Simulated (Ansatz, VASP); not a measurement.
## KCl in VASP and in Ansatz

```
K Cl
1.0
     0.00000    3.50728    3.50728
     3.50728    0.00000    3.50728
     3.50728    3.50728    0.00000
K Cl
1 1
Cartesian
  0.0000 0.0000 0.0000
  1.7536 1.7536 1.7536
```

Alike in both runs: task single point; functional HSE06; k mesh 4 × 4 × 4; no spin polarisation.

|  | VASP | Ansatz |
| --- | --- | --- |
| version | VASP 6.6.1 | Ansatz 0.2.0 |
| potentials or method | VASP PAW PBE potentials, release 64 (K_sv, Cl) | plane waves, PAW |
| plane-wave cutoff (eV) | 520 | 420 |
| occupations | gaussian, width 0.01 eV | fixed |
| valence electrons in the cell | 16 | 16 |

|  | VASP | Ansatz | Ansatz less VASP |
| --- | --- | --- | --- |
| gap on the k mesh at the Fermi level (eV) | 6.02 | 6.02 | +0.001 |
| pressure (GPa) | 0.2 | 0.1 | -0.02 |

Ansatz's warnings: stress exchange threshold loose, stress scf threshold loose.
